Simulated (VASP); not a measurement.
Write the native input for VASP 6.6.1 that does the following.

| Item | Value |
| --- | --- |
| Task | single point |
| Functional | PBE |
| Potentials or basis | VASP PAW PBE potentials, release 64 (Hf_pv, O) |
| Cutoff | 520 eV |
| k mesh | 6 × 6 × 6 |
| Occupations | gaussian, width 0.1 eV |
| Spin | no spin polarisation |
| Dipole correction | no |
| Further INCAR settings | ALGO = Normal; EDIFF = 1e-06; NBANDS = 35 |

The structure of Hf2O lies in POSCAR:

```
Hf2O
1.0
   -1.8938490019      1.8938490019      6.5848661613
    1.8938490019     -1.8938490019      6.5848661613
    1.8938490019      1.8938490019     -6.5848661613
Hf O
4 2
Direct
    0.4165000000      0.4165000000      0.0000000000
    0.1665000000      0.6665000000      0.5000000000
    0.3335000000      0.8335000000      0.5000000000
    0.5835000000      0.5835000000      0.0000000000
    0.0000000000      0.0000000000      0.0000000000
    0.7500000000      0.2500000000      0.5000000000
```

These files were run (other wordings do the same):

INCAR

```
PREC = Accurate ; ENCUT = 520
EDIFF = 1E-6 ; ISMEAR = 0
SIGMA = 0.1 ; LREAL = F
LASPH = T ; NELM = 60
ALGO = Normal ; ISIF = 2
LWAVE = F ; LCHARG = F
GGA = PE ; NBANDS = 35
```

KPOINTS

```
regular mesh
0
Gamma
  6 6 6
```

Potentials or basis: VASP PAW PBE potentials, release 64 (Hf_pv, O).

Run with:

```bash
$ cat potpaw_PBE.64/Hf_pv/POTCAR potpaw_PBE.64/O/POTCAR > POTCAR
$ mpirun -np 1 vasp_std > vasp.out
```

Results of the run:

```yaml
Pressure: 39.5 GPa
Largest_force: 0.225 eV/Å
Band_gap_on_the_k_mesh: zero (bands 26 and 27 overlap by 0.70 eV)
```

Caveat: the cell stands under pressure; spin-orbit coupling is left out, which moves the levels of the heavy elements.

Wall time 4.9 min on 1 thread of Intel(R) Xeon(R) Platinum 8488C (Sapphire Rapids) (shared host), peak memory 0.41 GiB.
